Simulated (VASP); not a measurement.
The system is Zr.

```xyz
1
Lattice="-1.7979 1.7979 1.7979 1.7979 -1.7979 1.7979 1.7979 1.7979 -1.7979" Properties=species:S:1:pos:R:3 pbc="T T T"
Zr    0.0000    0.0000    0.0000
```

Base run:

- Program: VASP 6.6.1
- Functional: PBEsol
- Potentials or basis: VASP PAW PBE potentials, release 64 (Zr_sv)
- Cutoff: 520 eV
- k mesh: 10 × 10 × 10
- Occupations: fermi-dirac, width 0.05 eV
- Spin: no spin polarisation

Its results: band gap on the k mesh zero (band 6 reaches 9.72 eV, above the bottom of band 7 at 7.94 eV); pressure -5.6 GPa.

Problem. After a change of settings the same cell gave: band gap on the k mesh zero (band 6 reaches 9.62 eV, above the bottom of band 7 at 7.90 eV); pressure -8.4 GPa. Which change was it?
A. functional from PBEsol to LDA; potentials or basis from VASP PAW PBE potentials, release 64 (Zr_sv) to VASP PAW LDA potentials, release 64 (Zr_sv); cutoff from 520 eV to 500 eV
B. functional from PBEsol to RPBE; cutoff from 520 eV to 500 eV
C. functional from PBEsol to PBE
D. functional from PBEsol to r2SCAN; cutoff from 520 eV to 550 eV

Solution. A.

Caveats: the PAW data sets were made with another functional, which shifts forces and pressure a little (some runs).
